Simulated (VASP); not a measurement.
Here is a VASP 6.6.1 calculation.

Contents of INCAR:

```
SYSTEM = Pd
PREC = Accurate
ENCUT = 600
EDIFF = 1E-6
ISMEAR = -1
SIGMA = 0.05
LREAL = .False.
LASPH = .True.
NELM = 100
ALGO = Normal
ISIF = 3
LWAVE = .False.
LCHARG = .False.
GGA = PE
IBRION = 2
NSW = 60
EDIFFG = -0.01
PSTRESS = 300.0
```

KPOINTS

```
Automatic mesh
0
Gamma
  12 12 12
  0 0 0
```

POSCAR

```
Pd
1.0
    0.0000000000      1.9465000000      1.9465000000
    1.9465000000      0.0000000000      1.9465000000
    1.9465000000      1.9465000000      0.0000000000
Pd
1
Direct
    0.0000000000      0.0000000000      0.0000000000
```

Potentials or basis: VASP PAW PBE potentials, release 64 (Pd).

Command:

```sh
$ cat potpaw_PBE.64/Pd/POTCAR > POTCAR
$ mpirun -np 1 vasp_std > vasp.out
```

Q: What does it give for the relaxed cell?

A: a = 2.671 Å, b = 2.671 Å, c = 2.671 Å, α = 60.00°, β = 60.00°, γ = 60.00°.

Q: What does it give for the space group after relaxing (to 0.05 Å)?

A: Fm-3m (No. 225).

Q: Predict the band gap on the k mesh.

A: Zero (band 5 reaches 11.74 eV, above the bottom of band 6 at 9.89 eV).

Q: What does it give for the relaxed volume?

A: 13.47 Å³/atom.

Final structure:
```cif
data_structure
_symmetry_space_group_name_H-M 'P 1'
_symmetry_Int_Tables_number 1
_cell_length_a 2.6707
_cell_length_b 2.6707
_cell_length_c 2.6707
_cell_angle_alpha 60.000
_cell_angle_beta 60.000
_cell_angle_gamma 60.000
_cell_volume 13.47
loop_
_atom_site_label
_atom_site_type_symbol
_atom_site_fract_x
_atom_site_fract_y
_atom_site_fract_z
_atom_site_occupancy
Pd1 Pd 0.00000 0.00000 0.00000 1
```

Caveat: the cell is relaxed towards a set pressure, so the enthalpy falls and the energy may rise.
